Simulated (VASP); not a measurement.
Crystal: Li5Sc.

```xyz
6
Lattice="4.9120 0.0000 0.0000 -2.4560 4.2539 0.0000 0.0000 0.0000 3.9519" Properties=species:S:1:pos:R:3 pbc="T T T"
Li    0.0000    2.8360    0.0000
Li    2.4560    1.4180    0.0000
Li    2.4560    0.0000    1.9759
Li    1.2280    2.1270    1.9759
Li   -1.2280    2.1270    1.9759
Sc    0.0000    0.0000    0.0000
```

* Program: VASP 6.6.1
* Task: relaxation of cell and atoms
* Functional: PBE
* Potentials or basis: VASP PAW PBE potentials, release 64 (Li_sv, Sc_sv)
* Cutoff: 600 eV
* k mesh: 6 × 6 × 4
* Occupations: gaussian, width 0.1 eV
* Spin: no spin polarisation

At the start: pressure 15.7 GPa; volume 13.76 Å³/atom.

Task: How do energy, volume and symmetry change on relaxing?

Result: Over 6 steps the energy falls by 233.4 meV/atom and the volume is 19.80 Å³/atom (+43.9 %); space group P6/mmm (No. 191, to 0.05 Å).

The path:
```csv
step,energy change (eV),largest force (eV/Å),pressure (GPa),volume (Å³)
1,0.0000,0.0000,15.69,82.58
2,-1.0906,0.0000,5.78,99.76
3,-1.3907,0.0000,0.82,115.17
4,-1.3993,0.0000,0.03,118.40
5,-1.3990,0.0000,-0.16,119.20
6,-1.4005,0.0000,-0.06,118.80
```

Final structure:
```yaml
crystal:
  lattice:
    - [5.52323, 0.00000, 0.00000]
    - [-2.76161, 4.78325, 0.00000]
    - [0.00000, 0.00000, 4.49666]
  atoms:
    - { symbol: Li, position: [0.33333, 0.66667, 0.00000] }
    - { symbol: Li, position: [0.66667, 0.33333, 0.00000] }
    - { symbol: Li, position: [0.50000, 0.00000, 0.50000] }
    - { symbol: Li, position: [0.50000, 0.50000, 0.50000] }
    - { symbol: Li, position: [0.00000, 0.50000, 0.50000] }
    - { symbol: Sc, position: [0.00000, 0.00000, 0.00000] }
```

Caveat: the k points lie up to 0.35 Å⁻¹ apart in the final cell; the cutoff is under 1.25 times the usual one of these potentials, so pressure, stress and relaxed cells hold a basis-set (Pulay) error; the volume moved by over 15 % at a fixed basis, so the end points are rough.
